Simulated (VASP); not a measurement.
# Yb (Fm-3m) in VASP: notebook

Yb is run at these levels: PBE; tasks: single point, relaxation of cell and atoms.

All numbers are computed with VASP 6.6.1; they aren't measurements. Logs are shortened: lines on timing, memory, paths and dates and some standing lists are left out, and cuts for length are marked.

**1. The cell of the first run**

Symmetry: Fm-3m, No. 225, cubic system. Conventional cell: a = 4.126 Å, b = 4.126 Å, c = 4.126 Å, α = 90.00°, β = 90.00°, γ = 90.00°. Within 3.8 Å of Yb (site symmetry m-3m) lie 12 Yb at 2.92 Å.

**2. Single point, PBE (17.56 Å³/atom)**

Contents of INCAR:

```
SYSTEM = Yb
PREC = Accurate
ENCUT = 520
EDIFF = 1E-6
ISMEAR = -1
SIGMA = 0.08
LREAL = .FALSE.
LASPH = .TRUE.
NELM = 100
ALGO = Normal
ISIF = 2
LWAVE = .FALSE.
LCHARG = .FALSE.
GGA = PE
NBANDS = 18
```

Contents of KPOINTS:

```
regular mesh
0
G
  16 16 16
  0 0 0
```

Contents of POSCAR:

```
Yb
1.0
    0.0000000000      2.0630980500      2.0630980500
    2.0630980500      0.0000000000      2.0630980500
    2.0630980500      2.0630980500      0.0000000000
Yb
1
Direct
    0.0000000000      0.0000000000      0.0000000000
```

Potentials or basis: VASP PAW PBE potentials, release 64 (Yb).

Run with:

```console
$ cat potpaw_PBE.64/Yb/POTCAR > POTCAR
$ mpirun -np 1 vasp_std > vasp.out
```

OUTCAR:

```text
SYSTEM = Yb
   PREC = Accurate
   ENCUT = 520
   EDIFF = 1E-6
   ISMEAR = -1
   LREAL = .FALSE.
   LASPH = .TRUE.
   NELM = 100
   ISIF = 2
   GGA = PE

 ion  position               nearest neighbor table
   1  0.000  0.000  0.000-

  LATTYP: Found a face centered cubic cell.
 ALAT       =     4.1261961000

  Lattice vectors:

 A1 = (   0.0000000000,   2.0630980500,   2.0630980500)
 A2 = (   2.0630980500,   0.0000000000,   2.0630980500)
 A3 = (   2.0630980500,   2.0630980500,   0.0000000000)

Analysis of symmetry for initial positions (statically):
=====================================================================
 Subroutine PRICEL returns:
 Original cell was already a primitive cell.

 Routine SETGRP: Setting up the symmetry group for a
 face centered cubic supercell.

 Subroutine GETGRP returns: Found 48 space group operations
 (whereof 48 operations were pure point group operations)
 out of a pool of 48 trial point group operations.

The static configuration has the point symmetry O_h .

Analysis of symmetry for dynamics (positions and initial velocities):
=====================================================================
 Subroutine PRICEL returns:
 Original cell was already a primitive cell.

 Routine SETGRP: Setting up the symmetry group for a
 face centered cubic supercell.

 Subroutine GETGRP returns: Found 48 space group operations
 (whereof 48 operations were pure point group operations)
 out of a pool of 48 trial point group operations.

The dynamic configuration has the point symmetry O_h .

 Subroutine INISYM returns: Found 48 space group operations
 (whereof 48 operations are pure point group operations),
 and found     1 'primitive' translations

----------------------------------------------------------------------------------------

                                     Primitive cell

  volume of cell :      17.5626

  direct lattice vectors                    reciprocal lattice vectors
     0.000000000  2.063098050  2.063098050    -0.242353969  0.242353969  0.242353969
     2.063098050  0.000000000  2.063098050     0.242353969 -0.242353969  0.242353969
     2.063098050  2.063098050  0.000000000     0.242353969  0.242353969 -0.242353969

  length of vectors
     2.917661243  2.917661243  2.917661243     0.419769387  0.419769387  0.419769387

  position of ions in fractional coordinates (direct lattice)
     0.000000000  0.000000000  0.000000000

  ion indices of the primitive-cell ions
   primitive index   ion index
                 1           1

----------------------------------------------------------------------------------------

 KPOINTS: regular mesh

Automatic generation of k-mesh.
 Grid dimensions read from file:
 generate k-points for:   16   16   16

 Generating k-lattice:

  Cartesian coordinates                     Fractional coordinates (reciprocal lattice)
    -0.015147123  0.015147123  0.015147123     0.062500000  0.000000000  0.000000000
     0.015147123 -0.015147123  0.015147123     0.000000000  0.062500000  0.000000000
     0.015147123  0.015147123 -0.015147123     0.000000000  0.000000000  0.062500000

  Length of vectors
     0.026235587  0.026235587  0.026235587

  Shift w.r.t. Gamma in fractional coordinates (k-lattice)
     0.000000000  0.000000000  0.000000000

 Subroutine IBZKPT returns following result:
 ===========================================

 Found    145 irreducible k-points:

 Following reciprocal coordinates:
            Coordinates               Weight
  0.000000  0.000000  0.000000      1.000000
  0.062500  0.000000  0.000000      8.000000
  0.125000  0.000000  0.000000      8.000000
  0.187500  0.000000  0.000000      8.000000
  0.250000  0.000000  0.000000      8.000000
  0.312500  0.000000  0.000000      8.000000
[... 16 lines left out ...]
 -0.125000  0.062500  0.000000     24.000000
 -0.062500  0.062500  0.000000     12.000000
 [... further k-points ...]
   k-points           NKPTS =    145   k-points in BZ     NKDIM =    145   number of bands    NBANDS=     18
   number of dos      NEDOS =    301   number of ions     NIONS =      1
   total plane-waves  NPLWV =  13824
   dimension x,y,z NGX =    24 NGY =   24 NGZ =   24
   dimension x,y,z NGXF=    48 NGYF=   48 NGZF=   48
   ions per type =               1
   NGX,Y,Z   is equivalent  to a cutoff of  13.68, 13.68, 13.68 a.u.
   NGXF,Y,Z  is equivalent  to a cutoff of  27.35, 27.35, 27.35 a.u.
 SYSTEM =  Yb
   PREC   = accura    normal or accurate (medium, high low for compatibility)
   ISTART =      0    job   : 0-new  1-cont  2-samecut
   ICHARG =      2    charge: 1-file 2-atom 10-const
   ISPIN  =      1    spin polarized calculation?
   LNONCOLLINEAR =      F non collinear calculations
   LSORBIT =      F    spin-orbit coupling
   LASPH  =      T    aspherical Exc in radial PAW
   ENCUT  =  520.0 eV  38.22 Ry    6.18 a.u.   5.42  5.42  5.42*2*pi/ulx,y,z
   NELM   =    100;   NELMIN=  2; NELMDL= -5     # of ELM steps
[... 82 lines left out ...]
      6       3.0982      2.00000
[... 10 lines left out ...]
     17      11.8060      0.00000
     18      19.1221      0.00000

 k-point     4 :       0.1875    0.0000    0.0000
  band No.  band energies     occupation
      1     -47.2141      2.00000
      2     -19.1971      2.00000
      3     -18.3313      2.00000
      4     -18.3313      2.00000
      5       0.0015      2.00000
      6       3.1161      2.00000
[... 10 lines left out ...]
     17      11.6994      0.00000
     18      18.8566      0.00000

 k-point     5 :       0.2500    0.0000    0.0000
  band No.  band energies     occupation
      1     -47.1489      2.00000
      2     -19.7389      2.00000
      3     -18.3966      2.00000
      4     -18.3966      2.00000
      5       0.8286      2.00000
      6       3.1933      2.00000
[... 10 lines left out ...]
     17      12.1241      0.00000
     18      17.9842      0.00000

 k-point     6 :       0.3125    0.0000    0.0000
  band No.  band energies     occupation
      1     -47.0829      2.00000
      2     -20.2450      2.00000
      3     -18.4609      2.00000
      4     -18.4609      2.00000
      5       1.3613      2.00000
      6       3.2497      2.00000
[... 10 lines left out ...]
     17      13.0468      0.00000
     18      17.3472      0.00000

 k-point     7 :       0.3750    0.0000    0.0000
  band No.  band energies     occupation
      1     -47.0263      2.00000
      2     -20.6509      2.00000
      3     -18.5147      2.00000
      4     -18.5147      2.00000
      5       1.5673      2.00000
      6       3.2172      2.00000
[... 10 lines left out ...]
     17      14.1974      0.00000
     18      17.0711      0.00000

 k-point     8 :       0.4375    0.0000    0.0000
  band No.  band energies     occupation
      1     -46.9881      2.00000
      2     -20.9118      2.00000
      3     -18.5503      2.00000
      4     -18.5503      2.00000
      5       1.6138      2.00000
      6       3.1835      2.00000
[... 10 lines left out ...]
     17      15.2391      0.00000
     18      17.1950      0.00000
[... 229 lines left out ...]
     17      15.4049      0.00000
     18      17.5400      0.00000

 k-point    20 :      -0.3125    0.0625    0.0000
  band No.  band energies     occupation
      1     -47.0555      2.00000
      2     -20.3783      2.00000
      3     -18.6028      2.00000
      4     -18.4542      2.00000
      5       1.6435      2.00000
      6       3.2375      2.00000
[... 10 lines left out ...]
     17      14.3911      0.00000
     18      17.6723      0.00000

 k-point    21 :      -0.2500    0.0625    0.0000
  band No.  band energies     occupation
      1     -47.1184      2.00000
      2     -19.9156      2.00000
      3     -18.5413      2.00000
      4     -18.3849      2.00000
      5       1.2261      2.00000
      6       3.2217      2.00000
[... 10 lines left out ...]
     17      13.3253      0.00000
     18      18.2021      0.00000

 k-point    22 :      -0.1875    0.0625    0.0000
  band No.  band energies     occupation
      1     -47.1839      2.00000
      2     -19.3987      2.00000
      3     -18.4655      2.00000
      4     -18.3194      2.00000
      5       0.4647      2.00000
      6       3.1282      2.00000
[... 10 lines left out ...]
     17      12.5438      0.00000
     18      19.0078      0.00000

 k-point    23 :      -0.1250    0.0625    0.0000
  band No.  band energies     occupation
      1     -47.2421      2.00000
      2     -18.9048      2.00000
      3     -18.3845      2.00000
      4     -18.2679      2.00000
      5      -0.4040      2.00000
      6       3.0968      2.00000
[... 10 lines left out ...]
     17      12.2184      0.00000
     18      19.6861      0.00000

 k-point    24 :      -0.0625    0.0625    0.0000
  band No.  band energies     occupation
      1     -47.2845      2.00000
      2     -18.5287      2.00000
      3     -18.3041      2.00000
      4     -18.2389      2.00000
      5      -1.1030      2.00000
      6       3.0977      2.00000
[... 10 lines left out ...]
     17      12.1960      0.00000
     18      18.8195      0.00000

 [... further k-points ...]

------------------------ aborting loop because EDIFF is reached ----------------------------------------

  FORCE on cell =-STRESS in cart. coord.  units (eV):
  Direction    XX          YY          ZZ          XY          YZ          ZX
  --------------------------------------------------------------------------------------
  -------------------------------------------------------------------------------------
  Total        5.0219754      5.0219754      5.0219754      0.0000000      0.0000000     -0.0000000
  in kB      458.1372093    458.1372093    458.1372093      0.0000000      0.0000000     -0.0000000
  external PRESSURE =     458.1372093 kB  Pullay stress =       0.0000000 kB

 VOLUME and BASIS-vectors are now :
 -----------------------------------------------------------------------------
  energy-cutoff  :      520.00
  volume of cell :       17.56
      direct lattice vectors                 reciprocal lattice vectors
     0.000000000  2.063098050  2.063098050    -0.242353969  0.242353969  0.242353969
     2.063098050  0.000000000  2.063098050     0.242353969 -0.242353969  0.242353969
     2.063098050  2.063098050  0.000000000     0.242353969  0.242353969 -0.242353969

 POSITION                                       TOTAL-FORCE (eV/Angst)
 -----------------------------------------------------------------------------------
      0.00000      0.00000      0.00000        -0.000000      0.000000     -0.000000
 -----------------------------------------------------------------------------------
    total drift:                               -0.000000      0.000000      0.000000

  FREE ENERGIE OF THE ION-ELECTRON SYSTEM (eV)
  ---------------------------------------------------
  free  energy   TOTEN  =        -2.0929423665 eV

  energy  without entropy=       -2.0651585104  energy(sigma->0) =       -2.07905044
```

It took 93 s on 1 thread of Intel Xeon 8259CL, shared host; peak memory 0.19 GiB.

Results:

```
Free energy            : -2.0929 eV
Pressure               : 45.8 GPa
Band gap on the k mesh : zero (bands 12 and 13 overlap by 1.02 eV)
```

Levels at points of the mesh, in eV from the Fermi level:
```csv
k point,band 10,band 11,band 12,band 13,band 14,band 15
"(0.00, 0.00, 0.00)",-0.47,-0.47,-0.47,3.55,3.55,3.55
"(0.50, 0.00, 0.00)",-0.55,-0.55,-0.46,3.07,3.07,4.30
"(0.50, 0.50, 0.00)",-0.71,-0.60,-0.60,-0.59,7.17,11.48
```

Caveat: the cell stands under pressure; spin-orbit coupling is left out, which moves the levels of the heavy elements.

**3. Single point, PBE**

Contents of INCAR:

```
PREC = Accurate
ENCUT = 520
EDIFF = 1E-7
ISMEAR = -1
SIGMA = 0.08
LREAL = False
LASPH = True
NELM = 60
ALGO = Normal
ISIF = 2
LWAVE = False
LCHARG = False
GGA = PE
NBANDS = 18
```

Contents of KPOINTS:

```
regular mesh
0
Gamma
  16 16 16
```

Contents of POSCAR:

```
Yb
1.0
    0.0000000000      2.0626399748      2.0626399748
    2.0626399748      0.0000000000      2.0626399748
    2.0626399748      2.0626399748      0.0000000000
Yb
1
Direct
    0.0000000000      0.0000000000      0.0000000000
```

Potentials or basis: VASP PAW PBE potentials, release 64 (Yb).

Run with:

```console
$ cat potpaw_PBE.64/Yb/POTCAR > POTCAR
$ mpirun -np 1 vasp_std > vasp.out
```

Run time: 1.7 min. Hardware: 1 thread of Intel Xeon 8259CL, shared host; peak memory 0.19 GiB.

The run converged. Its results:

```yaml
Free_energy: -2.0895 eV
Pressure: 46.4 GPa
Band_gap_on_the_k_mesh: zero (bands 12 and 13 overlap by 1.02 eV)
```

Levels at points of the mesh, in eV from the Fermi level:
| k point | band 8 | band 9 | band 10 | band 11 | band 12 | band 13 | band 14 | band 15 | band 16 | band 17 |
| --- | --- | --- | --- | --- | --- | --- | --- | --- | --- | --- |
| (0.00, 0.00, 0.00) | -0.86 | -0.86 | -0.47 | -0.47 | -0.47 | 3.55 | 3.55 | 3.55 | 7.95 | 7.95 |
| (0.50, 0.00, 0.00) | -0.86 | -0.68 | -0.55 | -0.55 | -0.46 | 3.07 | 3.07 | 4.30 | 11.39 | 11.39 |
| (0.50, 0.50, 0.00) | -0.78 | -0.78 | -0.71 | -0.60 | -0.60 | -0.59 | 7.17 | 11.49 | 12.51 | 12.51 |

Caveat: the cell stands under pressure; spin-orbit coupling is left out, which moves the levels of the heavy elements. Spin polarisation is off, so any magnetic state and its effect on volume and gap are missing.

**4. Single point, PBE**

This run uses another cell than the first one, of 35.62 Å³/atom.

Contents of INCAR:

```
SYSTEM = Yb
ALGO = Normal
EDIFF = 1E-6
ENCUT = 520
GGA = PE
ISIF = 2
ISMEAR = -1
LASPH = .True.
LCHARG = .False.
LREAL = .False.
LWAVE = .False.
NBANDS = 18
NELM = 80
PREC = Accurate
SIGMA = 0.08
```

Contents of KPOINTS:

```
k-points
0
Gamma
  13 13 13
  0 0 0
```

Contents of POSCAR:

```
Yb
1.0
    0.0000000000      2.6115853807      2.6115853807
    2.6115853807      0.0000000000      2.6115853807
    2.6115853807      2.6115853807      0.0000000000
Yb
1
Direct
    0.0000000000      0.0000000000      0.0000000000
```

Run with:

```console
$ cat potpaw_PBE.64/Yb/POTCAR > POTCAR
$ mpirun -np 1 vasp_std > vasp.out
```

It took 2.6 min on 1 thread of Intel Xeon 8259CL, shared host; peak memory 0.21 GiB.

The run converged. Its results:

- Free energy: -3.5852 eV
- Pressure: -0.7 GPa

Levels at points of the mesh, in eV from the Fermi level:
```csv
k point,band 10,band 11,band 12,band 13,band 14,band 15
"(0.00, 0.00, 0.00)",-0.38,-0.38,-0.38,2.82,2.82,2.82
```

Caveat: spin-orbit coupling is left out, which moves the levels of the heavy elements. Spin polarisation is off, so any magnetic state and its effect on volume and gap are missing.

**5. Relaxation of cell and atoms, PBE, target pressure 46 GPa, at which the enthalpy is minimised**

Contents of INCAR:

```
SYSTEM = Yb
PREC     = Accurate       ! precision mode
ENCUT    = 600            ! plane-wave cutoff, eV
EDIFF    = 1E-7           ! SCF threshold, eV
ISMEAR   = -1             ! smearing method
SIGMA    = 0.08           ! smearing width, eV
LREAL    = .False.        ! projectors in reciprocal space
LASPH    = .True.         ! aspherical terms in the spheres
NELM     = 80             ! most SCF steps
ALGO     = Normal         ! electronic algorithm
ISIF     = 3              ! what is computed and relaxed
LWAVE    = .False.        ! write WAVECAR
LCHARG   = .False.        ! write CHGCAR
GGA      = PE             ! functional
IBRION   = 2              ! ionic algorithm
NSW      = 60             ! ionic steps
EDIFFG   = -0.005         ! ionic threshold
PSTRESS  = 460.0
```

Contents of KPOINTS:

```
Automatic mesh
0
Gamma
  16 16 16
  0 0 0
```

Contents of POSCAR:

```
Yb
1.0
    0.0000000000      2.0630980500      2.0630980500
    2.0630980500      0.0000000000      2.0630980500
    2.0630980500      2.0630980500      0.0000000000
Yb
1
Direct
    0.0000000000      0.0000000000      0.0000000000
```

Run with:

```console
$ cat potpaw_PBE.64/Yb/POTCAR > POTCAR
$ mpirun -np 1 vasp_std > vasp.out
```

Wall time 8 min (1 thread of Intel Xeon 8259CL, shared host); peak memory 0.2 GiB.

Results (log left out):

| Quantity | Value |
| --- | --- |
| Free energy | -2.1093 eV |
| Relaxed volume | 17.62 Å³/atom |
| Relaxed cell | a = 2.921 Å, b = 2.921 Å, c = 2.921 Å, α = 60.00°, β = 60.00°, γ = 60.00° |
| Space group after relaxing (to 0.1 Å) | Fm-3m (No. 225) |
| Energy change on relaxing (the run minimises the enthalpy) | -15.7 meV/atom |
| Ionic steps | 7 |
| Pressure after relaxing | 46.0 GPa |
| Band gap on the k mesh | zero (bands 12 and 13 overlap by 1.01 eV) |

The path:
```csv
step,energy change (eV),largest force (eV/Å),pressure (GPa),volume (Å³)
1,0.0000,0.0000,46.34,17.56
2,-0.0270,0.0000,45.70,17.66
3,-0.0149,0.0000,46.23,17.61
4,-0.0202,0.0000,45.86,17.63
5,-0.0182,0.0000,45.83,17.63
6,-0.0166,0.0000,45.89,17.62
7,-0.0157,0.0000,45.98,17.62
```

Final structure:
```cif
data_structure
_symmetry_space_group_name_H-M 'P 1'
_symmetry_Int_Tables_number 1
_cell_length_a 2.9207
_cell_length_b 2.9207
_cell_length_c 2.9207
_cell_angle_alpha 60.000
_cell_angle_beta 60.000
_cell_angle_gamma 60.000
_cell_volume 17.62
loop_
_atom_site_label
_atom_site_type_symbol
_atom_site_fract_x
_atom_site_fract_y
_atom_site_fract_z
_atom_site_occupancy
Yb1 Yb 0.00000 0.00000 0.00000 1
```

Levels at points of the mesh, in eV from the Fermi level:
```
           k point  band 10  band 11  band 12  band 13  band 14  band 15
(0.00, 0.00, 0.00)    -0.47    -0.47    -0.47     3.55     3.55     3.55
(0.50, 0.00, 0.00)    -0.54    -0.54    -0.46     3.07     3.07     4.27
(0.50, 0.50, 0.00)    -0.70    -0.60    -0.60    -0.59     7.13    11.45
```

Caveat: the cell is relaxed towards a set pressure, so the run minimises the enthalpy, not the energy; spin-orbit coupling is left out, which moves the levels of the heavy elements. Spin polarisation is off, so any magnetic state and its effect on volume and gap are missing.

**6. Overview**

| task | cell | k mesh | cutoff (eV) | gap on the mesh (eV) | pressure (GPa) |
| --- | --- | --- | --- | --- | --- |
| single point | a = 2.918 Å, angles 60.0°, 1 atom | 16 × 16 × 16 | 520 | none | 45.8 |
| single point | a = 2.917 Å, angles 60.0°, 1 atom | 16 × 16 × 16 | 520 | none | 46.4 |
| single point | a = 3.693 Å, angles 60.0°, 1 atom | 13 × 13 × 13 | 520 | - | -0.7 |
| relaxation of cell and atoms | relaxed to 46 GPa from a = 2.918 Å, angles 60.0°, 1 atom | 16 × 16 × 16 | 600 | none | 46.0 |

Alike in all rows: level PBE; potentials or basis VASP PAW PBE potentials, release 64 (Yb); no spin polarisation; smearing fermi-dirac 0.08 eV.

Caveats: spin-orbit coupling is left out, which moves the levels of the heavy elements; the cell stands under pressure (at least some runs); the cell is relaxed towards a set pressure, so the run minimises the enthalpy, not the energy (at least some runs).

Absolute energies hang on the potentials; compare differences alone.
